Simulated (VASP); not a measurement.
# Ga (Cmcm) in VASP: further runs

The runs below take Ga through single point, with PBEsol.

All numbers are computed with VASP 6.6.1; they aren't measurements. Logs are shortened: lines on timing, memory, paths and dates and some standing lists are left out, and cuts for length are marked.

## (1) The cell of the first run

The structure is orthorhombic, space group Cmcm (No. 63). The conventional cell has a = 3.045 Å, b = 8.537 Å, c = 3.011 Å, α = 90.00°, β = 90.00°, γ = 90.00°. Within 3.6 Å of Ga (site symmetry m2m) lie 10 Ga at 2.72 to 3.04 Å.

## (2) Single point, PBEsol (strain +0.050 along x and y, -0.050 along z)

Contents of INCAR:

```
SYSTEM = Ga
PREC     = Accurate       ! precision mode
ENCUT    = 520            ! plane-wave cutoff, eV
EDIFF    = 1E-7           ! SCF threshold, eV
ISMEAR   = 0              ! smearing method
SIGMA    = 0.15           ! smearing width, eV
LREAL    = .FALSE.        ! projectors in reciprocal space
LASPH    = .TRUE.         ! aspherical terms in the spheres
NELM     = 100            ! most SCF steps
ALGO     = Fast           ! electronic algorithm
ISIF     = 2              ! what is computed and relaxed
LWAVE    = .FALSE.        ! write WAVECAR
LCHARG   = .TRUE.         ! write CHGCAR
GGA      = PS             ! functional
LELF     = .TRUE.         ! ELF
LVHAR    = .TRUE.       
NBANDS   = 20             ! bands
```

Contents of KPOINTS:

```
regular mesh
0
G
  18 18 16
  0 0 0
```

Contents of POSCAR:

```
Ga
1.0
    1.5225000000     -4.2682500000      0.0000000000
    1.5225000000      4.2682500000      0.0000000000
    0.0000000000      0.0000000000      3.0115000000
Ga
2
Direct
    0.8670000000      0.1330000000      0.2500000000
    0.1330000000      0.8670000000      0.7500000000
```

Potentials or basis: VASP PAW PBE potentials, release 64 (Ga_d).

The run is started by

```console
$ cat potpaw_PBE.64/Ga_d/POTCAR > POTCAR
$ mpirun -np 1 vasp_std > vasp.out
```

OUTCAR:

```text
SYSTEM = Ga
   PREC = Accurate
   ENCUT = 520
   EDIFF = 1E-7
   ISMEAR = 0
   LREAL = .FALSE.
   LASPH = .TRUE.
   NELM = 100
   ISIF = 2
   GGA = PS

 ion  position               nearest neighbor table
   1  0.867  0.133  0.250-   2 2.72   2 2.72
   2  0.133  0.867  0.750-   1 2.72   1 2.72

  LATTYP: Found a base centered orthorhombic cell.
 ALAT       =     3.0450000000
 B/A-ratio  =     2.8034482759
 C/A-ratio  =     0.9889983580

  Lattice vectors:

 A1 = (   1.5225000000,  -4.2682500000,   0.0000000000)
 A2 = (   1.5225000000,   4.2682500000,   0.0000000000)
 A3 = (   0.0000000000,   0.0000000000,   3.0115000000)

Analysis of symmetry for initial positions (statically):
=====================================================================
 Subroutine PRICEL returns:
 Original cell was already a primitive cell.

 Routine SETGRP: Setting up the symmetry group for a
 base centered orthorhombic supercell.

 Subroutine GETGRP returns: Found  8 space group operations
 (whereof  4 operations were pure point group operations)
 out of a pool of  8 trial point group operations.

The static configuration has the point symmetry C_2h.
 The point group associated with its full space group is D_2h.

Analysis of symmetry for dynamics (positions and initial velocities):
=====================================================================
 Subroutine PRICEL returns:
 Original cell was already a primitive cell.

 Routine SETGRP: Setting up the symmetry group for a
 base centered orthorhombic supercell.

 Subroutine GETGRP returns: Found  8 space group operations
 (whereof  4 operations were pure point group operations)
 out of a pool of  8 trial point group operations.

The dynamic configuration has the point symmetry C_2h.
 The point group associated with its full space group is D_2h.

 Subroutine INISYM returns: Found  8 space group operations
 (whereof  4 operations are pure point group operations),
 and found     1 'primitive' translations

----------------------------------------------------------------------------------------

                                     Primitive cell

  volume of cell :      39.1399

  direct lattice vectors                    reciprocal lattice vectors
     1.522500000 -4.268250000  0.000000000     0.328407225 -0.117144029  0.000000000
     1.522500000  4.268250000  0.000000000     0.328407225  0.117144029  0.000000000
     0.000000000  0.000000000  3.011500000     0.000000000  0.000000000  0.332060435

  length of vectors
     4.531662423  4.531662423  3.011500000     0.348674675  0.348674675  0.332060435

  position of ions in fractional coordinates (direct lattice)
     0.867000000  0.133000000  0.250000000
     0.133000000  0.867000000  0.750000000

  ion indices of the primitive-cell ions
   primitive index   ion index
                 1           1
                 2           2

----------------------------------------------------------------------------------------

 KPOINTS: regular mesh

Automatic generation of k-mesh.
 Grid dimensions read from file:
 generate k-points for:   18   18   16

 Generating k-lattice:

  Cartesian coordinates                     Fractional coordinates (reciprocal lattice)
     0.018244846 -0.006508002  0.000000000     0.055555556 -0.000000000  0.000000000
     0.018244846  0.006508002  0.000000000    -0.000000000  0.055555556  0.000000000
     0.000000000  0.000000000  0.020753777     0.000000000  0.000000000  0.062500000

  Length of vectors
     0.019370815  0.019370815  0.020753777

  Shift w.r.t. Gamma in fractional coordinates (k-lattice)
     0.000000000  0.000000000  0.000000000

 Subroutine IBZKPT returns following result:
 ===========================================

 Found    819 irreducible k-points:

 Following reciprocal coordinates:
            Coordinates               Weight
  0.000000  0.000000  0.000000      1.000000
  0.055556  0.000000  0.000000      4.000000
  0.111111  0.000000  0.000000      4.000000
  0.166667  0.000000  0.000000      4.000000
  0.222222 -0.000000  0.000000      4.000000
[... 49 lines left out ...]
     19      15.4415      0.00000
     20      17.1364      0.00000

 k-point     2 :       0.0556    0.0000    0.0000
  band No.  band energies     occupation
      1      -9.9965      2.00000
      2      -9.9060      2.00000
      3      -9.8875      2.00000
      4      -9.8461      2.00000
      5      -9.7380      2.00000
      6      -9.7135      2.00000
[... 12 lines left out ...]
     19      16.2965      0.00000
     20      17.1141      0.00000

 k-point     3 :       0.1111    0.0000    0.0000
  band No.  band energies     occupation
      1      -9.9899      2.00000
      2      -9.9018      2.00000
      3      -9.8834      2.00000
      4      -9.8266      2.00000
      5      -9.7444      2.00000
      6      -9.7157      2.00000
[... 12 lines left out ...]
     19      17.0564      0.00000
     20      17.8622      0.00000

 k-point     4 :       0.1667    0.0000    0.0000
  band No.  band energies     occupation
      1      -9.9797      2.00000
      2      -9.8953      2.00000
      3      -9.8755      2.00000
      4      -9.8066      2.00000
      5      -9.7494      2.00000
      6      -9.7183      2.00000
[... 12 lines left out ...]
     19      17.7344      0.00000
     20      19.0728      0.00000

 k-point     5 :       0.2222   -0.0000    0.0000
  band No.  band energies     occupation
      1      -9.9670      2.00000
      2      -9.8874      2.00000
      3      -9.8657      2.00000
      4      -9.8059      2.00000
      5      -9.7428      2.00000
      6      -9.7250      2.00000
[... 12 lines left out ...]
     19      18.0261      0.00000
     20      20.2383      0.00000
[... 353 lines left out ...]
      6      -9.7566      2.00000
[... 12 lines left out ...]
     19      15.9939      0.00000
     20      18.5581      0.00000

 k-point    22 :      -0.3333    0.0556    0.0000
  band No.  band energies     occupation
      1      -9.9459      2.00000
      2      -9.8689      2.00000
      3      -9.8655      2.00000
      4      -9.8314      2.00000
      5      -9.7513      2.00000
      6      -9.7478      2.00000
[... 12 lines left out ...]
     19      16.8343      0.00000
     20      18.6576      0.00000

 k-point    23 :      -0.2778    0.0556    0.0000
  band No.  band energies     occupation
      1      -9.9596      2.00000
      2      -9.8773      2.00000
      3      -9.8773      2.00000
      4      -9.8148      2.00000
      5      -9.7503      2.00000
      6      -9.7322      2.00000
[... 12 lines left out ...]
     19      17.5473      0.00000
     20      19.3603      0.00000

 k-point    24 :      -0.2222    0.0556    0.0000
  band No.  band energies     occupation
      1      -9.9732      2.00000
      2      -9.8892      2.00000
      3      -9.8863      2.00000
      4      -9.8041      2.00000
      5      -9.7597      2.00000
      6      -9.7178      2.00000
[... 12 lines left out ...]
     19      17.4801      0.00000
     20      18.6373      0.00000

 [... further k-points ...]

------------------------ aborting loop because EDIFF is reached ----------------------------------------

  FORCE on cell =-STRESS in cart. coord.  units (eV):
  Direction    XX          YY          ZZ          XY          YZ          ZX
  --------------------------------------------------------------------------------------
  -------------------------------------------------------------------------------------
  Total       -1.3591940     -0.6338577     -0.4052964      0.0000000     -0.0000000      0.0000000
  in kB      -55.6380656    -25.9467128    -16.5906470      0.0000000     -0.0000000      0.0000000
  external PRESSURE =     -32.7251418 kB  Pullay stress =       0.0000000 kB

 VOLUME and BASIS-vectors are now :
 -----------------------------------------------------------------------------
  energy-cutoff  :      520.00
  volume of cell :       39.14
      direct lattice vectors                 reciprocal lattice vectors
     1.522500000 -4.268250000  0.000000000     0.328407225 -0.117144029  0.000000000
     1.522500000  4.268250000  0.000000000     0.328407225  0.117144029  0.000000000
     0.000000000  0.000000000  3.011500000     0.000000000  0.000000000  0.332060435

 POSITION                                       TOTAL-FORCE (eV/Angst)
 -----------------------------------------------------------------------------------
      1.52250     -3.13290      0.75287         0.000000      0.205580      0.000000
      1.52250      3.13290      2.25862         0.000000     -0.205580     -0.000000
 -----------------------------------------------------------------------------------
    total drift:                                0.000000     -0.000000     -0.000000

  FREE ENERGIE OF THE ION-ELECTRON SYSTEM (eV)
  ---------------------------------------------------
  free  energy   TOTEN  =        -6.5905790919 eV

  energy  without entropy=       -6.5805918311  energy(sigma->0) =       -6.58558546
```

It took 4.8 min on 1 thread of Intel Xeon 6975P-C (Granite Rapids), shared host; peak memory 0.59 GiB.

Results:

| Item | Value |
| --- | --- |
| Free energy | -6.5906 eV |
| Pressure | -3.3 GPa |
| Largest force | 0.206 eV/Å |
| Band gap on the k mesh | zero (bands 13 and 14 overlap by 8.52 eV) |

Forces on the atoms (eV/Å):
```
Ga   0.000  0.206  0.000
Ga   0.000 -0.206  0.000
```

Levels at points of the mesh, in eV from the Fermi level:
| k point | band 9 | band 10 | band 11 | band 12 | band 13 | band 14 | band 15 | band 16 | band 17 | band 18 |
| --- | --- | --- | --- | --- | --- | --- | --- | --- | --- | --- |
| (0.00, 0.00, 0.00) | -14.71 | -14.57 | -10.89 | -2.58 | -2.25 | 4.77 | 6.39 | 7.32 | 8.36 | 9.19 |
| (0.50, 0.00, 0.00) | -14.65 | -14.62 | -7.03 | -5.50 | -2.07 | -1.03 | 5.67 | 7.64 | 8.01 | 10.45 |
| (0.50, 0.50, 0.00) | -14.67 | -14.63 | -9.07 | -8.48 | 4.57 | 6.77 | 7.23 | 7.32 | 7.41 | 8.18 |
| (0.00, 0.00, 0.50) | -14.66 | -14.66 | -6.64 | -6.64 | 1.82 | 1.82 | 2.14 | 2.14 | 9.35 | 9.35 |
| (0.50, 0.00, 0.50) | -14.63 | -14.63 | -2.93 | -2.93 | -1.26 | -1.26 | 1.81 | 1.81 | 4.00 | 4.00 |
| (0.50, 0.50, 0.50) | -14.64 | -14.64 | -4.98 | -4.98 | -3.84 | -3.84 | 8.73 | 8.73 | 10.13 | 10.13 |

Caveat: the cell differs from its parent crystal (strain +0.050 along x and y, -0.050 along z); the cell stands under tension; the PAW data sets were made with another functional, which shifts forces and pressure a little.

## (3) Single point, PBEsol (strain -0.050 along x and y, -0.050 along z)

Contents of INCAR:

```
PREC     = Accurate       # precision mode
ENCUT    = 520            # plane-wave cutoff, eV
EDIFF    = 1E-6           # SCF threshold, eV
ISMEAR   = 0              # smearing method
SIGMA    = 0.15           # smearing width, eV
LREAL    = False          # projectors in reciprocal space
LASPH    = True           # aspherical terms in the spheres
NELM     = 80             # most SCF steps
ALGO     = Fast           # electronic algorithm
ISIF     = 2              # what is computed and relaxed
LWAVE    = False          # write WAVECAR
LCHARG   = False          # write CHGCAR
GGA      = PS             # functional
NBANDS   = 20             # bands
```

Contents of KPOINTS:

```
regular mesh
0
Gamma
  18 18 16
```

Contents of POSCAR:

```
Ga
1.0
    1.3775000000     -3.8617500000      0.0000000000
    1.3775000000      3.8617500000      0.0000000000
    0.0000000000      0.0000000000      3.0115000000
Ga
2
Direct
    0.8670000000      0.1330000000      0.2500000000
    0.1330000000      0.8670000000      0.7500000000
```

Potentials or basis: VASP PAW PBE potentials, release 64 (Ga_d).

The run is started by

```console
$ cat potpaw_PBE.64/Ga_d/POTCAR > POTCAR
$ mpirun -np 1 vasp_std > vasp.out
```

Wall time 8.7 min (1 thread of Intel Xeon Platinum 8259CL at 2.50GHz (Skylake/Cascade Lake), shared host); peak memory 0.5 GiB.

The run converged. Its results:

| Property | Result |
| --- | --- |
| Free energy | -6.5576 eV |
| Pressure | 9.5 GPa |
| Largest force | 0.270 eV/Å |
| Band gap on the k mesh | zero (bands 13 and 14 overlap by 10.66 eV) |

Forces in eV/Å, atoms in the order of the input:
```
Ga   0.000  0.270  0.000
Ga   0.000 -0.270  0.000
```

Stress tensor (GPa, compression positive):
```
 5.28  0.00  0.00
 0.00 10.59  0.00
 0.00  0.00 12.55
```

Levels at points of the mesh, in eV from the Fermi level:
| k point | band 10 | band 11 | band 12 | band 13 | band 14 | band 15 | band 16 | band 17 |
| --- | --- | --- | --- | --- | --- | --- | --- | --- |
| (0.00, 0.00, 0.00) | -14.78 | -12.61 | -2.86 | -1.28 | 3.02 | 7.00 | 8.67 | 9.70 |
| (0.50, 0.00, 0.00) | -14.85 | -7.24 | -6.26 | -2.26 | -0.35 | 7.35 | 7.54 | 10.04 |
| (0.50, 0.50, 0.00) | -14.87 | -10.33 | -9.62 | 5.58 | 6.30 | 6.43 | 8.10 | 8.24 |
| (0.00, 0.00, 0.50) | -14.89 | -8.27 | -8.27 | 1.86 | 1.86 | 2.83 | 2.83 | 11.70 |
| (0.50, 0.00, 0.50) | -14.85 | -3.29 | -3.29 | -1.79 | -1.79 | 1.89 | 1.89 | 4.51 |
| (0.50, 0.50, 0.50) | -14.96 | -5.97 | -5.97 | -5.07 | -5.07 | 10.73 | 10.73 | 12.80 |

Caveat: the cell differs from its parent crystal (strain -0.050 along x and y, -0.050 along z); the stress differs along the axes, from 5 to 13 GPa; the PAW data sets were made with another functional, which shifts forces and pressure a little.

## (4) Single point, PBEsol (strain -0.050 along x and y, -0.025 along z)

Contents of INCAR:

```
SYSTEM = Ga
ALGO = Fast
EDIFF = 1E-6
ENCUT = 520
GGA = PS
ISIF = 2
ISMEAR = 0
LASPH = .TRUE.
LCHARG = .TRUE.
LELF = .TRUE.
LREAL = .FALSE.
LVHAR = .TRUE.
LWAVE = .FALSE.
NBANDS = 20
NELM = 100
PREC = Accurate
SIGMA = 0.15
```

Contents of KPOINTS:

```
k-points
0
G
  18 18 16
  0 0 0
```

Edit POSCAR of step 3 so:

```diff
@@ -4,3 +4,3 @@
     1.3775000000      3.8617500000      0.0000000000
-    0.0000000000      0.0000000000      3.0115000000
+    0.0000000000      0.0000000000      3.0907500000
 Ga
```

The run is started by

```console
$ cat potpaw_PBE.64/Ga_d/POTCAR > POTCAR
$ mpirun -np 1 vasp_std > vasp.out
```

It took 8.2 min on 1 thread of Intel Xeon Platinum 8259CL at 2.50GHz (Skylake/Cascade Lake), shared host; peak memory 0.5 GiB.

Results (log left out):

| Property | Result |
| --- | --- |
| Free energy | -6.6132 eV |
| Pressure | 6.7 GPa |
| Largest force | 0.243 eV/Å |
| Band gap on the k mesh | zero (bands 13 and 14 overlap by 10.02 eV) |

Forces on the atoms (eV/Å):
```
Ga   0.000  0.243  0.000
Ga   0.000 -0.243  0.000
```

Stress tensor (GPa, compression positive):
```
3.96 0.00 0.00
0.00 7.66 0.00
0.00 0.00 8.61
```

Levels at points of the mesh, in eV from the Fermi level:
| k point | band 9 | band 10 | band 11 | band 12 | band 13 | band 14 | band 15 | band 16 | band 17 | band 18 |
| --- | --- | --- | --- | --- | --- | --- | --- | --- | --- | --- |
| (0.00, 0.00, 0.00) | -14.91 | -14.72 | -12.34 | -2.58 | -1.15 | 2.50 | 6.44 | 8.92 | 9.93 | 11.71 |
| (0.50, 0.00, 0.00) | -14.80 | -14.79 | -6.98 | -6.01 | -2.00 | -0.15 | 7.02 | 7.33 | 9.81 | 10.18 |
| (0.50, 0.50, 0.00) | -14.86 | -14.81 | -10.06 | -9.36 | 5.05 | 5.89 | 6.57 | 7.50 | 7.70 | 10.48 |
| (0.00, 0.00, 0.50) | -14.82 | -14.82 | -8.24 | -8.24 | 1.89 | 1.89 | 2.90 | 2.90 | 11.71 | 11.71 |
| (0.50, 0.00, 0.50) | -14.78 | -14.78 | -3.22 | -3.22 | -1.82 | -1.82 | 1.94 | 1.94 | 4.55 | 4.55 |
| (0.50, 0.50, 0.50) | -14.91 | -14.91 | -6.00 | -6.00 | -4.96 | -4.96 | 10.74 | 10.74 | 12.86 | 12.86 |

Caveat: the cell differs from its parent crystal (strain -0.050 along x and y, -0.025 along z); the cell stands under pressure; the PAW data sets were made with another functional, which shifts forces and pressure a little.

## (5) Single point, PBEsol (strain -0.050 along x and y, +0.000 along z)

Contents of INCAR:

```
SYSTEM = Ga
PREC = Accurate ; ENCUT = 520
EDIFF = 1E-7 ; ISMEAR = 0
SIGMA = 0.15 ; LREAL = .FALSE.
LASPH = .TRUE. ; NELM = 60
ALGO = Fast ; ISIF = 2
LWAVE = .FALSE. ; LCHARG = .FALSE.
GGA = PS ; NBANDS = 20
```

Contents of KPOINTS:

```
regular mesh
0
G
  18 18 16
  0 0 0
```

Edit POSCAR of step 4 so:

```diff
@@ -4,3 +4,3 @@
     1.3775000000      3.8617500000      0.0000000000
-    0.0000000000      0.0000000000      3.0907500000
+    0.0000000000      0.0000000000      3.1700000000
 Ga
```

The run is started by

```console
$ cat potpaw_PBE.64/Ga_d/POTCAR > POTCAR
$ mpirun -np 1 vasp_std > vasp.out
```

Run time: 9.5 min. Hardware: 1 thread of Intel Xeon Platinum 8259CL at 2.50GHz (Skylake/Cascade Lake), shared host; peak memory 0.5 GiB.

The run converged. Its results:

| Property | Result |
| --- | --- |
| Free energy | -6.6497 eV |
| Pressure | 4.6 GPa |
| Largest force | 0.202 eV/Å |
| Band gap on the k mesh | zero (bands 13 and 14 overlap by 9.42 eV) |

Forces on the atoms (eV/Å):
```
Ga   0.000  0.202  0.000
Ga   0.000 -0.202  0.000
```

Stress tensor (GPa, compression positive):
```
2.79 0.00 0.00
0.00 5.55 0.00
0.00 0.00 5.35
```

Levels at points of the mesh, in eV from the Fermi level:
```tsv
k point	band 11	band 12	band 13	band 14	band 15	band 16
(0.00, 0.00, 0.00)	-12.07	-2.30	-1.04	2.05	5.96	9.17
(0.50, 0.00, 0.00)	-6.71	-5.76	-1.75	0.04	6.57	7.25
(0.50, 0.50, 0.00)	-9.79	-9.10	4.59	5.42	6.84	6.93
(0.00, 0.00, 0.50)	-8.19	-8.19	1.94	1.94	2.98	2.98
(0.50, 0.00, 0.50)	-3.14	-3.14	-1.82	-1.82	2.02	2.02
(0.50, 0.50, 0.50)	-6.01	-6.01	-4.83	-4.83	10.78	10.78
```

Caveat: the cell differs from its parent crystal (strain -0.050 along x and y, +0.000 along z); the cell stands under pressure; the PAW data sets were made with another functional, which shifts forces and pressure a little.

## (6) Overview

| cell | further INCAR settings | gap on the mesh (eV) | pressure (GPa) | largest force (eV/Å) |
| --- | --- | --- | --- | --- |
| a = 4.532, b = 4.532, c = 3.011 Å, angles 90.0, 90.0, 140.7°, 2 atoms | ALGO = Fast; EDIFF = 1e-07; NBANDS = 20 | none | -3.3 | 0.21 |
| a = 4.100, b = 4.100, c = 3.011 Å, angles 90.0, 90.0, 140.7°, 2 atoms | ALGO = Fast; EDIFF = 1e-06; NBANDS = 20 | none | 9.5 | 0.27 |
| a = 4.100, b = 4.100, c = 3.091 Å, angles 90.0, 90.0, 140.7°, 2 atoms | ALGO = Fast; EDIFF = 1e-06; NBANDS = 20 | none | 6.7 | 0.24 |
| a = 4.100, b = 4.100, c = 3.170 Å, angles 90.0, 90.0, 140.7°, 2 atoms | ALGO = Fast; EDIFF = 1e-07; NBANDS = 20 | none | 4.6 | 0.20 |

Alike in all rows: task single point; level PBEsol; potentials or basis VASP PAW PBE potentials, release 64 (Ga_d); no spin polarisation; k mesh 18 × 18 × 16; cutoff (eV) 520; smearing gaussian 0.15 eV.

Caveats: the PAW data sets were made with another functional, which shifts forces and pressure a little; the cell stands under pressure (at least some runs); the cell stands under tension (at least some runs); the stress differs along the axes, from 5 to 13 GPa (at least some runs).

Total energies depend on the potentials used, so only differences within one code and one set of settings carry meaning.
